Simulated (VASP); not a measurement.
Write the native input for VASP 6.6.1 that does the following.

```yaml
Task: single point
Functional: PBEsol
Potentials_or_basis: VASP PAW PBE potentials, release 64 (Bi_d, Te)
Cutoff: 520 eV
k_mesh: 14 × 14 × 14
Occupations: gaussian, width 0.15 eV
Spin: no spin polarisation
Dipole_correction: no
Further_INCAR_settings: ALGO = Normal; EDIFF = 1e-06; NBANDS = 18
```

The structure of BiTe lies in POSCAR:

```
BiTe
1.0
    0.0000000000      3.3320500000      3.3320500000
    3.3320500000      0.0000000000      3.3320500000
    3.3320500000      3.3320500000      0.0000000000
Bi Te
1 1
Direct
    0.0000000000      0.0000000000      0.0000000000
    0.5000000000      0.5000000000      0.5000000000
```

This cell differs from its parent crystal: strain +0.030 along x and y, +0.030 along z.

One way to write it, as run:

INCAR

```
PREC     = Accurate       # precision mode
ENCUT    = 520            # plane-wave cutoff, eV
EDIFF    = 1E-6           # SCF threshold, eV
ISMEAR   = 0              # smearing method
SIGMA    = 0.15           # smearing width, eV
LREAL    = False          # projectors in reciprocal space
LASPH    = True           # aspherical terms in the spheres
NELM     = 80             # most SCF steps
ALGO     = Normal         # electronic algorithm
ISIF     = 2              # what is computed and relaxed
LWAVE    = False          # write WAVECAR
LCHARG   = False          # write CHGCAR
GGA      = PS             # functional
NBANDS   = 18             # bands
```

KPOINTS

```
regular mesh
0
Gamma
  14 14 14
```

Potentials or basis: VASP PAW PBE potentials, release 64 (Bi_d, Te).

Run with:

```console
$ cat potpaw_PBE.64/Bi_d/POTCAR potpaw_PBE.64/Te/POTCAR > POTCAR
$ mpirun -np 1 vasp_std > vasp.out
```

Results of the run:

```json
{
 "Pressure": "-5.0 GPa"
}
```

Caveat: the cell differs from its parent crystal (strain +0.030 along x and y, +0.030 along z); the PAW data sets were made with another functional, which shifts forces and pressure a little.

Run time: 62 s on 1 thread of AMD EPYC 9R45 96-Core Processor (Zen 5), on a shared host, peak memory 0.27 GiB.
